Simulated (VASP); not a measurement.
# NaCl: electric field gradients with PBEsol

The system is NaCl.

```
Na Cl
1.0
     2.87894    0.00000    0.00000
     0.00000    2.87894    0.00000
     0.00000    0.00000    2.87894
Na Cl
1 1
Cartesian
  0.0000 0.0000 0.0000
  1.4395 1.4395 1.4395
```

This cell differs from its parent crystal: volume scaled by 1.02.

```
Program                : VASP 6.6.1
Task                   : electric field gradients
Functional             : PBEsol
Potentials or basis    : VASP PAW PBE potentials, release 64 (Na_pv, Cl)
Cutoff                 : 520 eV
k mesh                 : 9 × 9 × 9
Occupations            : fermi-dirac, width 0.03 eV
Spin                   : no spin polarisation
Dipole correction      : no
Further INCAR settings : ALGO = Normal; EDIFF = 1e-08; NBANDS = 14
```

- Pressure: 55.3 GPa
- Band gap on the k mesh: 4.63 eV, direct

Levels at points of the mesh, in eV from the valence-band top:
| k point | band 3 | band 4 | band 5 | band 6 | band 7 | band 8 | band 9 | band 10 | band 11 | band 12 |
| --- | --- | --- | --- | --- | --- | --- | --- | --- | --- | --- |
| (0.00, 0.00, 0.00) | -22.46 | -16.78 | -1.19 | -1.19 | -1.19 | 6.66 | 6.66 | 7.08 | 17.84 | 17.84 |

It took 4.1 s on 1 thread of Intel(R) Xeon(R) 6975P-C (Granite Rapids) (shared host), peak memory 0.13 GiB.

Caveat: without QUAD_EFG the Cq values of the log hold for a quadrupole moment of 1 mb, not for the nuclei; the PAW data sets were made with another functional, which shifts forces and pressure a little. A k mesh can miss the band edges.
